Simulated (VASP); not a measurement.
# Ga (P2_1/m) in VASP: settings compared

The runs below take Ga through single point, relaxation of cell and atoms, with PBE, LDA.

All numbers are computed with VASP 6.6.1; they aren't measurements. Logs are shortened: lines on timing, memory, paths and dates and some standing lists are left out, and cuts for length are marked.

### Step 1. The cell of the first run

The structure is monoclinic, space group P2_1/m (No. 11). Conventional cell: a = 2.741 Å, b = 3.237 Å, c = 4.153 Å, α = 90.00°, β = 108.61°, γ = 90.00°. Ga (site symmetry m) has 10 Ga at 2.67 to 3.24 Å within 3.5 Å.

### Step 2. Single point, PBE

INCAR reads:

```
SYSTEM = Ga
PREC = Accurate
ENCUT = 520
EDIFF = 1E-6
ISMEAR = -1
SIGMA = 0.05
LREAL = .FALSE.
LASPH = .TRUE.
NELM = 60
ALGO = Normal
ISIF = 2
LWAVE = .FALSE.
LCHARG = .FALSE.
GGA = PE
NBANDS = 20
```

KPOINTS reads:

```
Automatic mesh
0
G
  10 8 7
  0 0 0
```

POSCAR reads:

```
Ga
1.0
    2.7408712373      0.0000000000      0.0000000000
    0.0000000000      3.2372572885      0.0000000000
   -1.3252743986      0.0000000000      3.9363439549
Ga
2
Direct
    0.1345962700      0.7500000000      0.7701668300
    0.8654037300      0.2500000000      0.2298331700
```

Potentials or basis: VASP PAW PBE potentials, release 64 (Ga_d).

Launch:

```sh
> cat potpaw_PBE.64/Ga_d/POTCAR > POTCAR
> mpirun -np 1 vasp_std > vasp.out
```

OUTCAR:

```text
SYSTEM = Ga
   PREC = Accurate
   ENCUT = 520
   EDIFF = 1E-6
   ISMEAR = -1
   LREAL = .FALSE.
   LASPH = .TRUE.
   NELM = 60
   ISIF = 2
   GGA = PE

 ion  position               nearest neighbor table
   1  0.135  0.750  0.770-   2 2.67   2 2.67   2 2.78   2 2.78   2 2.80   2 2.80
   2  0.865  0.250  0.230-   1 2.67   1 2.67   1 2.78   1 2.78   1 2.80   1 2.80

  LATTYP: Found a simple monoclinic cell.
 ALAT       =     2.7408712373
 B/A-ratio  =     1.1811052064
 C/A-ratio  =     1.5153762184
 COS(beta)  =    -0.3190778872

  Lattice vectors:

 A1 = (   2.7408712373,   0.0000000000,   0.0000000000)
 A2 = (   0.0000000000,   3.2372572885,   0.0000000000)
 A3 = (  -1.3252743986,   0.0000000000,   3.9363439549)

Analysis of symmetry for initial positions (statically):
=====================================================================
 Subroutine PRICEL returns:
 Original cell was already a primitive cell.

 Routine SETGRP: Setting up the symmetry group for a
 simple monoclinic supercell.

 Subroutine GETGRP returns: Found  4 space group operations
 (whereof  2 operations were pure point group operations)
 out of a pool of  4 trial point group operations.

The static configuration has the point symmetry S_2 .
 The point group associated with its full space group is C_2h.

Analysis of symmetry for dynamics (positions and initial velocities):
=====================================================================
 Subroutine PRICEL returns:
 Original cell was already a primitive cell.

 Routine SETGRP: Setting up the symmetry group for a
 simple monoclinic supercell.

 Subroutine GETGRP returns: Found  4 space group operations
 (whereof  2 operations were pure point group operations)
 out of a pool of  4 trial point group operations.

The dynamic configuration has the point symmetry S_2 .
 The point group associated with its full space group is C_2h.

 Subroutine INISYM returns: Found  4 space group operations
 (whereof  2 operations are pure point group operations),
 and found     1 'primitive' translations

----------------------------------------------------------------------------------------

                                     Primitive cell

  volume of cell :      34.9268

  direct lattice vectors                    reciprocal lattice vectors
     2.740871237  0.000000000  0.000000000     0.364847493  0.000000000  0.122835567
     0.000000000  3.237257288  0.000000000     0.000000000  0.308903467  0.000000000
    -1.325274399  0.000000000  3.936343955     0.000000000  0.000000000  0.254042841

  length of vectors
     2.740871237  3.237257288  4.153451091     0.384970479  0.308903467  0.254042841

  position of ions in fractional coordinates (direct lattice)
     0.134596270  0.750000000  0.770166830
     0.865403730  0.250000000  0.229833170

  ion indices of the primitive-cell ions
   primitive index   ion index
                 1           1
                 2           2

----------------------------------------------------------------------------------------

 KPOINTS: Automatic mesh

Automatic generation of k-mesh.
 Grid dimensions read from file:
 generate k-points for:   10    8    7

 Generating k-lattice:

  Cartesian coordinates                     Fractional coordinates (reciprocal lattice)
     0.036484749  0.000000000  0.012283557     0.100000000  0.000000000 -0.000000000
     0.000000000  0.038612933  0.000000000     0.000000000  0.125000000  0.000000000
     0.000000000  0.000000000  0.036291834     0.000000000  0.000000000  0.142857143

  Length of vectors
     0.038497048  0.038612933  0.036291834

  Shift w.r.t. Gamma in fractional coordinates (k-lattice)
     0.000000000  0.000000000  0.000000000

 Subroutine IBZKPT returns following result:
 ===========================================

 Found    180 irreducible k-points:

 Following reciprocal coordinates:
            Coordinates               Weight
  0.000000  0.000000  0.000000      1.000000
  0.100000  0.000000 -0.000000      2.000000
  0.200000  0.000000 -0.000000      2.000000
  0.300000  0.000000  0.000000      2.000000
  0.400000  0.000000 -0.000000      2.000000
  0.500000  0.000000  0.000000      1.000000
[... 16 lines left out ...]
  0.400000  0.375000 -0.000000      4.000000
  0.500000  0.375000  0.000000      2.000000
 [... further k-points ...]
   k-points           NKPTS =    180   k-points in BZ     NKDIM =    180   number of bands    NBANDS=     20
   number of dos      NEDOS =    301   number of ions     NIONS =      2
   total plane-waves  NPLWV =  15360
   dimension x,y,z NGX =    20 NGY =   24 NGZ =   32
   dimension x,y,z NGXF=    40 NGYF=   48 NGZF=   64
   ions per type =               2
   NGX,Y,Z   is equivalent  to a cutoff of  12.13, 12.32, 12.81 a.u.
   NGXF,Y,Z  is equivalent  to a cutoff of  24.26, 24.65, 25.62 a.u.
 SYSTEM =  Ga
   PREC   = accura    normal or accurate (medium, high low for compatibility)
   ISTART =      0    job   : 0-new  1-cont  2-samecut
   ICHARG =      2    charge: 1-file 2-atom 10-const
   ISPIN  =      1    spin polarized calculation?
   LNONCOLLINEAR =      F non collinear calculations
   LSORBIT =      F    spin-orbit coupling
   LASPH  =      T    aspherical Exc in radial PAW
   ENCUT  =  520.0 eV  38.22 Ry    6.18 a.u.   5.10  6.02  7.72*2*pi/ulx,y,z
   NELM   =     60;   NELMIN=  2; NELMDL= -5     # of ELM steps
   EDIFF  = 0.1E-05   stopping-criterion for ELM
   LREAL  =      F    real-space projection
   EDIFFG = 0.1E-04   stopping-criterion for IOM
   NSW    =      0    number of steps for IOM
   IBRION =     -1    ionic relax: 0-MD 1-quasi-New 2-CG
   NFREE  =      0    steps in history (QN), initial steepest desc. (CG)
   ISIF   =      2    stress and relaxation
   ISYM   =      2    0-nonsym 1-usesym 2-fastsym
   POTIM  = 0.5000    time-step for ionic-motion
   TEBEG  =    0.0;   TEEND  =   0.0 temperature during run
   PSTRESS=    0.0 pullay stress
   NELECT =      26.0000    total number of electrons
   NUPDOWN=      -1.0000    fix difference up-down
   EMIN   =  10.00;   EMAX   =-10.00  energy-range for DOS
   EFERMI =   0.00;   METHOD = LEGACY
   ISMEAR =    -1;   SIGMA  =   0.05  broadening in eV -4-tet -1-fermi 0-gaus
   EFERMI_NEDOS =   21; number of points for ismear=-14 and -15
   IALGO  =     38    algorithm
   IMIX   =      4    mixing-type and parameters
     AMIX     =   0.40;   BMIX     =  1.00
     AMIX_MAG =   1.60;   BMIX_MAG =  1.00
  volume/ion in A,a.u.               =      17.46       117.85
  Fermi-wavevector in a.u.,A,eV,Ry     =   1.483701  2.803788 29.951429  2.201368
  Thomas-Fermi vector in A             =   2.597330
   LORBIT       =      0    0 simple, 1 ext, 2 COOP (PROOUT), +10 PAW based schemes
   GGA     = PE    functional components
   LHFCALC =     F    Hartree Fock is set to
   AEXX    =    0.0000 exact exchange contribution
   IVDW    =     0    specifies the selected vdW correction
   LEPSILON=     F    determine dielectric tensor
   LRPA    =     F    only Hartree local field effects (RPA)
 non-spin polarized calculation
  energy-cutoff  :      520.00
  volume of cell :       34.93
 maximum number of plane-waves:       952
   NGX = 11   NGY = 13   NGZ = 15

 number of electron      26.0000029 magnetization

 Free energy of the ion-electron system (eV)
  ---------------------------------------------------
  ext. energy  EPLUGINS =         0.00000000
  ---------------------------------------------------
  free energy    TOTEN  =        -5.73374097 eV

  energy without entropy =       -5.72918432  energy(sigma->0) =       -5.73146265

 E-fermi :   6.2629     XC(G=0): -11.3588

 val. band max:        6.2494929955   @ k =   0.3000   0.1250   0.0000
 cond. band min:       6.2799840250   @ k =   0.1000   0.2500   0.4286
 fundamental gap:      0.0304910295
 Fermi energy:         6.2629257483

 k-point     1 :       0.0000    0.0000    0.0000
  band No.  band energies     occupation
      1      -9.0139      2.00000
      2      -8.9990      2.00000
      3      -8.9431      2.00000
      4      -8.9285      2.00000
      5      -8.6452      2.00000
      6      -8.6419      2.00000
[... 12 lines left out ...]
     19      17.6832      0.00000
     20      19.4731      0.00000

 k-point     2 :       0.1000    0.0000   -0.0000
  band No.  band energies     occupation
      1      -8.9963      2.00000
      2      -8.9908      2.00000
      3      -8.9249      2.00000
      4      -8.8835      2.00000
      5      -8.6610      2.00000
      6      -8.6602      2.00000
[... 12 lines left out ...]
     19      18.1097      0.00000
     20      20.9546      0.00000

 k-point     3 :       0.2000    0.0000   -0.0000
  band No.  band energies     occupation
      1      -8.9705      2.00000
      2      -8.9585      2.00000
      3      -8.8674      2.00000
      4      -8.7900      2.00000
      5      -8.7119      2.00000
      6      -8.6933      2.00000
[... 12 lines left out ...]
     19      18.3181      0.00000
     20      22.0662      0.00000

 k-point     4 :       0.3000    0.0000    0.0000
  band No.  band energies     occupation
      1      -8.9489      2.00000
      2      -8.9222      2.00000
      3      -8.8228      2.00000
      4      -8.7951      2.00000
      5      -8.7774      2.00000
      6      -8.6500      2.00000
[... 12 lines left out ...]
     19      18.5821      0.00000
     20      20.5540      0.00000

 k-point     5 :       0.4000    0.0000   -0.0000
  band No.  band energies     occupation
      1      -8.9348      2.00000
      2      -8.9213      2.00000
      3      -8.8336      2.00000
      4      -8.8272      2.00000
      5      -8.8022      2.00000
      6      -8.6586      2.00000
[... 12 lines left out ...]
     19      17.5793      0.00000
     20      19.1136      0.00000
[... 353 lines left out ...]
      6      -8.7174      2.00000
[... 12 lines left out ...]
     19      16.2256      0.00000
     20      18.0679      0.00000

 k-point    22 :       0.3000    0.3750    0.0000
  band No.  band energies     occupation
      1      -8.9721      2.00000
      2      -8.9124      2.00000
      3      -8.8620      2.00000
      4      -8.7886      2.00000
      5      -8.7059      2.00000
      6      -8.6934      2.00000
[... 12 lines left out ...]
     19      14.5113      0.00000
     20      16.6032      0.00000

 k-point    23 :       0.4000    0.3750   -0.0000
  band No.  band energies     occupation
      1      -8.9927      2.00000
      2      -8.9141      2.00000
      3      -8.9096      2.00000
      4      -8.8387      2.00000
      5      -8.7050      2.00000
      6      -8.6465      2.00000
[... 12 lines left out ...]
     19      14.9794      0.00000
     20      17.9085      0.00000

 k-point    24 :       0.5000    0.3750    0.0000
  band No.  band energies     occupation
      1      -9.0013      2.00000
      2      -8.9345      2.00000
      3      -8.8948      2.00000
      4      -8.8756      2.00000
      5      -8.7062      2.00000
      6      -8.6228      2.00000
[... 12 lines left out ...]
     19      17.0268      0.00000
     20      17.6887      0.00000

 [... further k-points ...]

------------------------ aborting loop because EDIFF is reached ----------------------------------------

  FORCE on cell =-STRESS in cart. coord.  units (eV):
  Direction    XX          YY          ZZ          XY          YZ          ZX
  --------------------------------------------------------------------------------------
  -------------------------------------------------------------------------------------
  Total        1.4594683      1.0304197      1.3930492      0.0000000      0.0000000     -0.0934927
  in kB       66.9493505     47.2678482     63.9025425      0.0000000      0.0000000     -4.2887366
  external PRESSURE =      59.3732471 kB  Pullay stress =       0.0000000 kB

 VOLUME and BASIS-vectors are now :
 -----------------------------------------------------------------------------
  energy-cutoff  :      520.00
  volume of cell :       34.93
      direct lattice vectors                 reciprocal lattice vectors
     2.740871237  0.000000000  0.000000000     0.364847493  0.000000000  0.122835567
     0.000000000  3.237257288  0.000000000     0.000000000  0.308903467  0.000000000
    -1.325274399  0.000000000  3.936343955     0.000000000  0.000000000  0.254042841

 POSITION                                       TOTAL-FORCE (eV/Angst)
 -----------------------------------------------------------------------------------
     -0.65177      2.42794      3.03164        -0.003742     -0.000000     -0.102243
      2.06737      0.80931      0.90470         0.003742      0.000000      0.102243
 -----------------------------------------------------------------------------------
    total drift:                               -0.000000      0.000000      0.000000

  FREE ENERGIE OF THE ION-ELECTRON SYSTEM (eV)
  ---------------------------------------------------
  free  energy   TOTEN  =        -5.7337409740 eV

  energy  without entropy=       -5.7291843209  energy(sigma->0) =       -5.73146265
```

It took 27 s on 1 thread of Intel Xeon 6975P-C (Granite Rapids), shared host; peak memory 0.21 GiB.

Results:

| Item | Value |
| --- | --- |
| Free energy | -5.7337 eV |
| Pressure | 5.9 GPa |
| Largest force | 0.102 eV/Å |
| Band gap on the k mesh | zero (bands 13 and 14 overlap by 8.62 eV) |

Forces in eV/Å, atoms in the order of the input:
```
Ga  -0.004  0.000 -0.102
Ga   0.004  0.000  0.102
```

Stress tensor (GPa, compression positive):
```
 6.69  0.00 -0.43
 0.00  4.73  0.00
-0.43  0.00  6.39
```

Levels at points of the mesh, in eV from the Fermi level:
| k point | band 11 | band 12 | band 13 | band 14 | band 15 | band 16 |
| --- | --- | --- | --- | --- | --- | --- |
| (0.00, 0.00, 0.00) | -11.75 | -2.22 | -1.35 | 1.82 | 5.68 | 9.46 |
| (0.50, 0.00, 0.00) | -6.39 | -5.49 | -1.50 | 0.27 | 6.38 | 6.83 |
| (0.00, 0.50, 0.00) | -8.05 | -8.05 | 1.74 | 1.74 | 2.77 | 2.77 |
| (0.50, 0.50, 0.00) | -2.96 | -2.96 | -1.78 | -1.78 | 2.20 | 2.20 |

Caveat: the cell stands under pressure.

### Step 3. Single point, LDA

This run uses another cell than the first one, of 17.83 Å³/atom.

INCAR reads:

```
  PREC = Accurate
  ENCUT = 520
  EDIFF = 1E-6
  ISMEAR = -1
  SIGMA = 0.05
  LREAL = F
  LASPH = T
  NELM = 100
  ALGO = Normal
  ISIF = 2
  LWAVE = F
  LCHARG = T
  GGA = CA
  LELF = T
  LVHAR = T
  NBANDS = 20
```

KPOINTS reads:

```
regular mesh
0
Gamma
  10 8 7
```

POSCAR reads:

```
Ga
1.0
    2.7597743949      0.0000000000      0.0000000000
    0.0000000000      3.2595839063      0.0000000000
   -1.3344145108      0.0000000000      3.9634920125
Ga
2
Direct
    0.1345962700      0.7500000000      0.7701668300
    0.8654037300      0.2500000000      0.2298331700
```

Potentials or basis: VASP PAW LDA potentials, release 64 (Ga_d).

Launch:

```sh
> cat potpaw_LDA.64/Ga_d/POTCAR > POTCAR
> mpirun -np 1 vasp_std > vasp.out
```

Run time: 24 s. Hardware: 1 thread of Intel Xeon 6975P-C (Granite Rapids), shared host; peak memory 0.21 GiB.

Results (log left out):

| Quantity | Value |
| --- | --- |
| Free energy | -7.1727 eV |
| Pressure | -1.6 GPa |
| Largest force | 0.073 eV/Å |
| Band gap on the k mesh | zero (bands 13 and 14 overlap by 8.40 eV) |

Forces on the atoms (eV/Å):
```
Ga  -0.012  0.000 -0.072
Ga   0.012  0.000  0.072
```

Stress tensor (GPa, compression positive):
```
-1.07  0.00 -0.41
 0.00 -2.45  0.00
-0.41  0.00 -1.39
```

Levels at points of the mesh, in eV from the Fermi level:
```csv
k point,band 10,band 11,band 12,band 13,band 14,band 15,band 16,band 17
"(0.00, 0.00, 0.00)",-14.71,-11.55,-2.11,-1.46,1.82,5.76,9.26,10.44
"(0.50, 0.00, 0.00)",-14.75,-6.33,-5.35,-1.42,0.23,6.22,6.64,8.81
"(0.00, 0.50, 0.00)",-14.78,-7.92,-7.92,1.76,1.76,2.73,2.73,11.62
"(0.50, 0.50, 0.00)",-14.74,-2.94,-2.94,-1.74,-1.74,2.20,2.20,4.67
```

### Step 4. Single point, PBE

This run uses another cell than the first one, of 17.83 Å³/atom.

INCAR reads:

```
SYSTEM = Ga
ALGO = Normal
EDIFF = 1E-7
ENCUT = 520
GGA = PE
ISIF = 2
ISMEAR = -1
LASPH = .TRUE.
LCHARG = .FALSE.
LREAL = .FALSE.
LWAVE = .FALSE.
NBANDS = 20
NELM = 60
PREC = Accurate
SIGMA = 0.05
```

KPOINTS reads:

```
k-points
0
G
  10 8 7
  0 0 0
```

POSCAR is that of step 3.

Potentials or basis: VASP PAW PBE potentials, release 64 (Ga_d).

Launch:

```sh
> cat potpaw_PBE.64/Ga_d/POTCAR > POTCAR
> mpirun -np 1 vasp_std > vasp.out
```

Wall time 28 s (1 thread of Intel Xeon 6975P-C (Granite Rapids), shared host); peak memory 0.22 GiB.

The run converged. Its results:

| Property | Result |
| --- | --- |
| Free energy | -5.7578 eV |
| Pressure | 4.6 GPa |
| Largest force | 0.095 eV/Å |
| Band gap on the k mesh | zero (bands 13 and 14 overlap by 8.47 eV) |

Forces on the atoms (eV/Å):
```
Ga  -0.005  0.000 -0.095
Ga   0.005  0.000  0.095
```

Stress tensor (GPa, compression positive):
```
 5.25  0.00 -0.42
 0.00  3.37  0.00
-0.42  0.00  5.04
```

Levels at points of the mesh, in eV from the Fermi level:
```csv
k point,band 10,band 11,band 12,band 13,band 14,band 15,band 16,band 17
"(0.00, 0.00, 0.00)",-14.66,-11.57,-2.14,-1.40,1.82,5.64,9.32,10.50
"(0.50, 0.00, 0.00)",-14.69,-6.32,-5.38,-1.45,0.24,6.28,6.71,8.84
"(0.00, 0.50, 0.00)",-14.73,-7.94,-7.94,1.74,1.74,2.73,2.73,11.73
"(0.50, 0.50, 0.00)",-14.69,-2.93,-2.93,-1.75,-1.75,2.19,2.19,4.62
```

Caveat: the cell stands under pressure.

[end of part 1 of 2]
